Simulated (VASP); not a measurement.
# As in VASP: notebook

The runs below take As through single point, with LDA.

Everything below comes from runs of VASP 6.6.1. Logs are shortened: lines on timing, memory, paths and dates and some standing lists are left out, and cuts for length are marked.

**1. The cell of the first run**

The cell holds a slab with vacuum, 2 atoms: a = 3.350 Å, b = 3.350 Å, c = 28.000 Å, α = 90.00°, β = 90.00°, γ = 120.00°.

**2. Single point, LDA**

INCAR

```
SYSTEM = As
ALGO = Normal
DIPOL = 0.5 0.5 0.500
EDIFF = 1E-6
ENCUT = 520
GGA = CA
IDIPOL = 3
ISIF = 2
ISMEAR = 0
LASPH = .TRUE.
LCHARG = .FALSE.
LDIPOL = .TRUE.
LREAL = .FALSE.
LWAVE = .FALSE.
NBANDS = 12
NELM = 60
PREC = Accurate
SIGMA = 0.02
```

KPOINTS

```
k-points
0
G
  9 9 1
  0 0 0
```

POSCAR

```
As
1.0
    3.3500000000      0.0000000000      0.0000000000
   -1.6750000000      2.9011851027      0.0000000000
    0.0000000000      0.0000000000     28.0000000000
As
2
Direct
    0.3333333333      0.6666666667      0.5052857143
    0.6666666667      0.3333333333      0.4947142857
```

Potentials or basis: VASP PAW LDA potentials, release 64 (As).

The run is started by

```bash
$ cat potpaw_LDA.64/As/POTCAR > POTCAR
$ mpirun -np 1 vasp_std > vasp.out
```

OUTCAR:

```text
SYSTEM = As
   EDIFF = 1E-6
   ENCUT = 520
   GGA = CA
   ISIF = 2
   ISMEAR = 0
   LASPH = .TRUE.
   LREAL = .FALSE.
   NELM = 60
   PREC = Accurate

 ion  position               nearest neighbor table
   1  0.333  0.667  0.505-   2 1.96   2 1.96   2 1.96
   2  0.667  0.333  0.495-   1 1.96   1 1.96   1 1.96

  LATTYP: Found a hexagonal cell.
 ALAT       =     3.3500000000
 C/A-ratio  =     8.3582089552

  Lattice vectors:

 A1 = (   3.3500000000,   0.0000000000,   0.0000000000)
 A2 = (  -1.6750000000,   2.9011851027,   0.0000000000)
 A3 = (   0.0000000000,   0.0000000000,  28.0000000000)

Analysis of symmetry for initial positions (statically):
=====================================================================
 Subroutine PRICEL returns:
 Original cell was already a primitive cell.

 Routine SETGRP: Setting up the symmetry group for a
 hexagonal supercell.

 Subroutine GETGRP returns: Found 12 space group operations
 (whereof 12 operations were pure point group operations)
 out of a pool of 24 trial point group operations.

The static configuration has the point symmetry D_3d.

Analysis of symmetry for dynamics (positions and initial velocities):
=====================================================================
 Subroutine PRICEL returns:
 Original cell was already a primitive cell.

 Routine SETGRP: Setting up the symmetry group for a
 hexagonal supercell.

 Subroutine GETGRP returns: Found 12 space group operations
 (whereof 12 operations were pure point group operations)
 out of a pool of 24 trial point group operations.

The dynamic configuration has the point symmetry D_3d.

 Subroutine INISYM returns: Found 12 space group operations
 (whereof 12 operations are pure point group operations),
 and found     1 'primitive' translations

----------------------------------------------------------------------------------------

                                     Primitive cell

  volume of cell :     272.1312

  direct lattice vectors                    reciprocal lattice vectors
     3.350000000  0.000000000  0.000000000     0.298507463  0.172343364  0.000000000
    -1.675000000  2.901185103  0.000000000     0.000000000  0.344686728  0.000000000
     0.000000000  0.000000000 28.000000000     0.000000000  0.000000000  0.035714286

  length of vectors
     3.350000000  3.350000000 28.000000000     0.344686728  0.344686728  0.035714286

  position of ions in fractional coordinates (direct lattice)
     0.333333333  0.666666667  0.505285714
     0.666666667  0.333333333  0.494714286

  ion indices of the primitive-cell ions
   primitive index   ion index
                 1           1
                 2           2

----------------------------------------------------------------------------------------

 KPOINTS: k-points

Automatic generation of k-mesh.
 Grid dimensions read from file:
 generate k-points for:    9    9    1

 Generating k-lattice:

  Cartesian coordinates                     Fractional coordinates (reciprocal lattice)
     0.033167496  0.019149263  0.000000000     0.111111111 -0.000000000  0.000000000
     0.000000000  0.038298525  0.000000000     0.000000000  0.111111111  0.000000000
     0.000000000  0.000000000  0.035714286     0.000000000  0.000000000  1.000000000

  Length of vectors
     0.038298525  0.038298525  0.035714286

  Shift w.r.t. Gamma in fractional coordinates (k-lattice)
     0.000000000  0.000000000  0.000000000

 Subroutine IBZKPT returns following result:
 ===========================================

 Found     12 irreducible k-points:

 Following reciprocal coordinates:
            Coordinates               Weight
  0.000000  0.000000  0.000000      1.000000
  0.111111  0.000000  0.000000      6.000000
  0.222222  0.000000  0.000000      6.000000
  0.333333  0.000000  0.000000      6.000000
  0.444444  0.000000  0.000000      6.000000
  0.111111  0.111111  0.000000      6.000000
  0.222222  0.111111  0.000000     12.000000
  0.333333  0.111111  0.000000     12.000000
  0.444444  0.111111  0.000000      6.000000
  0.222222  0.222222  0.000000      6.000000
  0.333333  0.222222  0.000000     12.000000
  0.333333  0.333333  0.000000      2.000000
   k-points           NKPTS =     12   k-points in BZ     NKDIM =     12   number of bands    NBANDS=     12
   number of dos      NEDOS =    301   number of ions     NIONS =      2
   total plane-waves  NPLWV = 164640
   dimension x,y,z NGX =    28 NGY =   28 NGZ =  210
   dimension x,y,z NGXF=    56 NGYF=   56 NGZF=  420
   ions per type =               2
   NGX,Y,Z   is equivalent  to a cutoff of  13.90, 13.90, 12.47 a.u.
   NGXF,Y,Z  is equivalent  to a cutoff of  27.79, 27.79, 24.94 a.u.
 SYSTEM =  As
   PREC   = accura    normal or accurate (medium, high low for compatibility)
   ISTART =      0    job   : 0-new  1-cont  2-samecut
   ICHARG =      2    charge: 1-file 2-atom 10-const
   ISPIN  =      1    spin polarized calculation?
   LNONCOLLINEAR =      F non collinear calculations
   LSORBIT =      F    spin-orbit coupling
   LASPH  =      T    aspherical Exc in radial PAW
   ENCUT  =  520.0 eV  38.22 Ry    6.18 a.u.   6.23  6.23 52.06*2*pi/ulx,y,z
   NELM   =     60;   NELMIN=  2; NELMDL= -5     # of ELM steps
   EDIFF  = 0.1E-05   stopping-criterion for ELM
   LREAL  =      F    real-space projection
   EDIFFG = 0.1E-04   stopping-criterion for IOM
   NSW    =      0    number of steps for IOM
   IBRION =     -1    ionic relax: 0-MD 1-quasi-New 2-CG
   NFREE  =      0    steps in history (QN), initial steepest desc. (CG)
   ISIF   =      2    stress and relaxation
   ISYM   =      2    0-nonsym 1-usesym 2-fastsym
   POTIM  = 0.5000    time-step for ionic-motion
   TEBEG  =    0.0;   TEEND  =   0.0 temperature during run
   PSTRESS=    0.0 pullay stress
   NELECT =      10.0000    total number of electrons
   NUPDOWN=      -1.0000    fix difference up-down
   EMIN   =  10.00;   EMAX   =-10.00  energy-range for DOS
   EFERMI =   0.00;   METHOD = LEGACY
   ISMEAR =     0;   SIGMA  =   0.02  broadening in eV -4-tet -1-fermi 0-gaus
   EFERMI_NEDOS =   21; number of points for ismear=-14 and -15
   IALGO  =     38    algorithm
   IMIX   =      4    mixing-type and parameters
     AMIX     =   0.40;   BMIX     =  1.00
     AMIX_MAG =   1.60;   BMIX_MAG =  1.00
  volume/ion in A,a.u.               =     136.07       918.22
  Fermi-wavevector in a.u.,A,eV,Ry     =   0.544271  1.028524  4.030470  0.296231
  Thomas-Fermi vector in A             =   1.573119
   LORBIT       =      0    0 simple, 1 ext, 2 COOP (PROOUT), +10 PAW based schemes
   GGA     = CA    functional components
   LHFCALC =     F    Hartree Fock is set to
   AEXX    =    0.0000 exact exchange contribution
   IVDW    =     0    specifies the selected vdW correction
   LEPSILON=     F    determine dielectric tensor
   LRPA    =     F    only Hartree local field effects (RPA)
 non-spin polarized calculation
 Gauss-broadening in eV      SIGMA  =   0.02
  energy-cutoff  :      520.00
  volume of cell :      272.13
 maximum number of plane-waves:      7365
 NGX is ok and might be reduce to    28
   NGX = 13   NGY = 13   NGZ =105

 number of electron      10.0000000 magnetization

 dipolmoment           0.000000      0.000000     -0.000000 electrons x Angstroem

 Free energy of the ion-electron system (eV)
  ---------------------------------------------------
  ext. energy  EPLUGINS =         0.00000000
  ---------------------------------------------------
  free energy    TOTEN  =        -3.08533909 eV

  energy without entropy =       -3.08510604  energy(sigma->0) =       -3.08522257

 E-fermi :  -1.8158     XC(G=0):  -1.7712

 val. band max:       -1.8481718830   @ k =   0.3333   0.1111   0.0000
 cond. band min:      -1.7873960425   @ k =   0.3333   0.0000   0.0000
 fundamental gap:      0.0607758404
 Fermi energy:        -1.8158279641

 k-point     1 :       0.0000    0.0000    0.0000
  band No.  band energies     occupation
      1     -21.4271      2.00000
      2      -9.5610      2.00000
      3      -6.9123      2.00000
      4      -6.9123      2.00000
      5      -2.0631      2.00000
      6      -0.9830      0.00000
      7      -0.5291      0.00000
      8      -0.5291      0.00000
      9       1.1275      0.00000
     10       1.4828      0.00000
     11       1.8650      0.00000
     12       1.9779      0.00000

 k-point     2 :       0.1111    0.0000    0.0000
  band No.  band energies     occupation
      1     -21.2224      2.00000
      2      -9.3722      2.00000
      3      -8.4327      2.00000
      4      -7.3580      2.00000
      5      -1.5366      0.00000
      6      -0.8194      0.00000
      7       0.0366      0.00000
      8       0.3092      0.00000
      9       1.3436      0.00000
     10       1.6993      0.00000
     11       2.0840      0.00000
     12       2.1531      0.00000

 k-point     3 :       0.2222    0.0000    0.0000
  band No.  band energies     occupation
      1     -20.6135      2.00000
      2     -11.0729      2.00000
      3      -8.7088      2.00000
      4      -8.2196      2.00000
      5      -2.2995      2.00000
      6      -0.5739      0.00000
      7       1.2767      0.00000
      8       1.9985      0.00000
      9       2.3261      0.00000
     10       2.3766      0.00000
     11       2.7282      0.00000
     12       2.7965      0.00000
[... 106 lines left out ...]
 k-point    11 :       0.3333    0.2222    0.0000
  band No.  band energies     occupation
      1     -17.8465      2.00000
      2     -15.6253      2.00000
      3     -11.5639      2.00000
      4      -5.9980      2.00000
      5      -3.7990      2.00000
      6       0.7493      0.00000
      7       1.4710      0.00000
      8       3.2924      0.00000
      9       3.9379      0.00000
     10       5.3667      0.00000
     11       5.6654      0.00000
     12       5.7083      0.00000

 k-point    12 :       0.3333    0.3333    0.0000
  band No.  band energies     occupation
      1     -16.6843      2.00000
      2     -16.6843      2.00000
      3     -12.2056      2.00000
      4      -4.8670      2.00000
      5      -4.8670      2.00000
      6       0.8592      0.00000
      7       3.7042      0.00000
      8       3.7042      0.00000
      9       3.8100      0.00000
     10       5.2472      0.00000
     11       5.2472      0.00000
     12       6.2541      0.00000

------------------------ aborting loop because EDIFF is reached ----------------------------------------

 vacuum level on the upper side and lower side of the slab       (xc-potential included)        -0.007        -0.007

  FORCE on cell =-STRESS in cart. coord.  units (eV):
  Direction    XX          YY          ZZ          XY          YZ          ZX
  --------------------------------------------------------------------------------------
  -------------------------------------------------------------------------------------
  Total       32.1610371     32.1610371      1.4487746      0.0000000      0.0000000      0.0000000
  in kB      189.3487097    189.3487097      8.5296875      0.0000000      0.0000000      0.0000000
  external PRESSURE =     129.0757023 kB  Pullay stress =       0.0000000 kB

 VOLUME and BASIS-vectors are now :
 -----------------------------------------------------------------------------
  energy-cutoff  :      520.00
  volume of cell :      272.13
      direct lattice vectors                 reciprocal lattice vectors
     3.350000000  0.000000000  0.000000000     0.298507463  0.172343364  0.000000000
    -1.675000000  2.901185103  0.000000000     0.000000000  0.344686728  0.000000000
     0.000000000  0.000000000 28.000000000     0.000000000  0.000000000  0.035714286

 POSITION                                       TOTAL-FORCE (eV/Angst)
 -----------------------------------------------------------------------------------
     -0.00000      1.93412     14.14800         0.000000     -0.000000      4.904592
      1.67500      0.96706     13.85200        -0.000000      0.000000     -4.904592
 -----------------------------------------------------------------------------------
    total drift:                               -0.000000      0.000000      0.000000

  FREE ENERGIE OF THE ION-ELECTRON SYSTEM (eV)
  ---------------------------------------------------
  free  energy   TOTEN  =        -3.0853390917 eV

  energy  without entropy=       -3.0851060440  energy(sigma->0) =       -3.08522257

 vacuum level on the upper side and lower side of the slab         1.482         1.482
```

Wall time 91 s (1 thread of Intel Xeon 6975P-C (Granite Rapids), shared host); peak memory 0.3 GiB.

Results:

- Free energy: -3.0853 eV
- Largest force: 4.905 eV/Å
- Band gap on the k mesh: zero (bands 5 and 6 overlap by 2.62 eV)

Forces on the atoms (eV/Å):
```
As   0.000  0.000  4.905
As   0.000  0.000 -4.905
```

Levels at points of the mesh, in eV from the Fermi level:
```
           k point  band 1  band 2  band 3  band 4  band 5  band 6  band 7  band 8  band 9  band 10
(0.00, 0.00, 0.00)  -19.61   -7.75   -5.10   -5.10   -0.25    0.83    1.29    1.29    2.94     3.30
```

**3. Single point, LDA**

Edit INCAR of step 2 so:

```diff
@@ -3,3 +3,3 @@
 DIPOL = 0.5 0.5 0.500
-EDIFF = 1E-6
+EDIFF = 1E-7
 ENCUT = 520
```

KPOINTS is that of step 2.

POSCAR

```
As
1.0
    3.3500000000      0.0000000000      0.0000000000
   -1.6750000000      2.9011851027      0.0000000000
    0.0000000000      0.0000000000     28.0000000000
As
2
Direct
    0.3333333333      0.6666666667      0.5158571429
    0.6666666667      0.3333333333      0.4841428571
```

Potentials or basis: VASP PAW LDA potentials, release 64 (As).

The run is started by

```bash
$ cat potpaw_LDA.64/As/POTCAR > POTCAR
$ mpirun -np 1 vasp_std > vasp.out
```

It took 89 s on 1 thread of Intel Xeon 6975P-C (Granite Rapids), shared host; peak memory 0.3 GiB.

Results (log left out):

```yaml
Free_energy: -7.7029 eV
Largest_force: 8.334 eV/Å
Band_gap_on_the_k_mesh: zero (bands 5 and 6 overlap by 0.05 eV)
```

Forces on the atoms (eV/Å):
```
As   0.000  0.000  8.334
As   0.000  0.000 -8.334
```

Levels at points of the mesh, in eV from the Fermi level:
```
           k point  band 2  band 3  band 4  band 5  band 6  band 7  band 8  band 9
(0.00, 0.00, 0.00)   -7.29   -2.76   -2.76   -0.22    0.93    2.47    2.47    4.35
```

**4. Single point, LDA**

INCAR

```
PREC = Accurate ; ENCUT = 520
EDIFF = 1E-6 ; ISMEAR = 0
SIGMA = 0.02 ; LREAL = F
LASPH = T ; NELM = 80
ALGO = Normal ; ISIF = 2
LWAVE = F ; LCHARG = T
LDIPOL = T ; IDIPOL = 3
DIPOL = 0.5 0.5 0.500 ; LELF = T
LVHAR = T ; LVACPOTAV = T
NBANDS = 12
```

KPOINTS

```
Automatic mesh
0
Gamma
  9 9 1
```

POSCAR

```
As
1.0
    3.3500000000      0.0000000000      0.0000000000
   -1.6750000000      2.9011851027      0.0000000000
    0.0000000000      0.0000000000     28.0000000000
As
2
Direct
    0.3333333333      0.6666666667      0.5264285714
    0.6666666667      0.3333333333      0.4735714286
```

The run is started by

```bash
$ cat potpaw_LDA.64/As/POTCAR > POTCAR
$ mpirun -np 1 vasp_std > vasp.out
```

Run time: 80 s. Hardware: 1 thread of Intel Xeon 6975P-C (Granite Rapids), shared host; peak memory 0.3 GiB.

Results (log left out):

```yaml
Free_energy: -10.3252 eV
Largest_force: 0.618 eV/Å
Ionisation_potential_of_the_upper_face: 4.42 eV
```

Forces in eV/Å, atoms in the order of the input:
```
As   0.000  0.000 -0.618
As   0.000  0.000  0.618
```

Levels at points of the mesh, in eV from the Fermi level:
```
           k point  band 3  band 4  band 5  band 6  band 7  band 8
(0.00, 0.00, 0.00)   -2.52   -0.12   -0.12    2.15    3.25    3.25
```

**5. Single point, LDA**

INCAR

```
SYSTEM = As
PREC = Accurate ; ENCUT = 520
EDIFF = 1E-7 ; ISMEAR = 0
SIGMA = 0.02 ; LREAL = .False.
LASPH = .True. ; NELM = 80
ALGO = Normal ; ISIF = 2
LWAVE = .False. ; LCHARG = .False.
LDIPOL = .True. ; IDIPOL = 3
DIPOL = 0.5 0.5 0.500 ; GGA = CA
NBANDS = 12
```

KPOINTS

```
Automatic mesh
0
Gamma
  9 9 1
  0 0 0
```

POSCAR

```
As
1.0
    3.3500000000      0.0000000000      0.0000000000
   -1.6750000000      2.9011851027      0.0000000000
    0.0000000000      0.0000000000     28.0000000000
As
2
Direct
    0.3333333333      0.6666666667      0.5370000000
    0.6666666667      0.3333333333      0.4630000000
```

The run is started by

```bash
$ cat potpaw_LDA.64/As/POTCAR > POTCAR
$ mpirun -np 1 vasp_std > vasp.out
```

It took 78 s on 1 thread of Intel Xeon 6975P-C (Granite Rapids), shared host; peak memory 0.3 GiB.

The run converged. Its results:

```
Free energy            : -8.9867 eV
Largest force          : 1.750 eV/Å
Band gap on the k mesh : zero (bands 5 and 6 overlap by 2.62 eV)
```

Forces on the atoms (eV/Å):
```
As   0.000  0.000 -1.750
As   0.000  0.000  1.750
```

Levels at points of the mesh, in eV from the Fermi level:
```tsv
k point	band 1	band 2	band 3	band 4	band 5	band 6	band 7	band 8	band 9	band 10
(0.00, 0.00, 0.00)	-13.40	-10.07	-3.21	1.42	1.83	1.83	3.45	3.45	4.20	4.59
```

**6. Single point, LDA**

This run uses another cell than the first one.

INCAR

```
SYSTEM = As
ALGO     = Normal         ! electronic algorithm
DIPOL    = 0.5 0.5 0.500
EDIFF    = 1E-6           ! SCF threshold, eV
ENCUT    = 520            ! plane-wave cutoff, eV
IDIPOL   = 3            
ISIF     = 2              ! what is computed and relaxed
ISMEAR   = 0              ! smearing method
LASPH    = .True.         ! aspherical terms in the spheres
LCHARG   = .False.        ! write CHGCAR
LDIPOL   = .True.       
LREAL    = .False.        ! projectors in reciprocal space
LWAVE    = .False.        ! write WAVECAR
NBANDS   = 12             ! bands
NELM     = 80             ! most SCF steps
PREC     = Accurate       ! precision mode
SIGMA    = 0.02           ! smearing width, eV
```

KPOINTS

```
k-points
0
Gamma
  9 9 1
  0 0 0
```

POSCAR

```
As
1.0
    3.4070000000      0.0000000000      0.0000000000
   -1.7035000000      2.9505485507      0.0000000000
    0.0000000000      0.0000000000     28.0000000000
As
2
Direct
    0.3333333333      0.6666666667      0.5105714286
    0.6666666667      0.3333333333      0.4894285714
```

Potentials or basis: VASP PAW LDA potentials, release 64 (As).

The run is started by

```bash
$ cat potpaw_LDA.64/As/POTCAR > POTCAR
$ mpirun -np 1 vasp_std > vasp.out
```

Run time: 89 s. Hardware: 1 thread of Intel Xeon 6975P-C (Granite Rapids), shared host; peak memory 0.3 GiB.

Results (log left out):

```
Free energy            : -5.8592 eV
Largest force          : 7.602 eV/Å
Band gap on the k mesh : zero (bands 5 and 6 overlap by 1.62 eV)
```

Forces on the atoms (eV/Å):
```
As   0.000  0.000  7.602
As   0.000  0.000 -7.602
```

Levels at points of the mesh, in eV from the Fermi level:
```
           k point  band 1  band 2  band 3  band 4  band 5  band 6  band 7  band 8  band 9  band 10
(0.00, 0.00, 0.00)  -18.68   -7.33   -4.38   -4.38   -0.57    0.34    1.47    1.47    3.52     3.97
```

**7. Overview**

| cell | gap on the mesh (eV) | largest force (eV/Å) |
| --- | --- | --- |
| a = 3.350, b = 3.350, c = 28.000 Å, angles 90.0, 90.0, 120.0°, 2 atoms, atomic positions A | none | 4.90 |
| a = 3.350, b = 3.350, c = 28.000 Å, angles 90.0, 90.0, 120.0°, 2 atoms, atomic positions B | none | 8.33 |
| a = 3.350, b = 3.350, c = 28.000 Å, angles 90.0, 90.0, 120.0°, 2 atoms, atomic positions C | - | 0.62 |
| a = 3.350, b = 3.350, c = 28.000 Å, angles 90.0, 90.0, 120.0°, 2 atoms, atomic positions D | none | 1.75 |
| a = 3.407, b = 3.407, c = 28.000 Å, angles 90.0, 90.0, 120.0°, 2 atoms, atomic positions E | none | 7.60 |

Alike in all rows: task single point; level LDA; potentials or basis VASP PAW LDA potentials, release 64 (As); no spin polarisation; k mesh 9 × 9 × 1; cutoff (eV) 520; smearing gaussian 0.02 eV.

Total energies depend on the potentials used, so only differences within one code and one set of settings carry meaning.
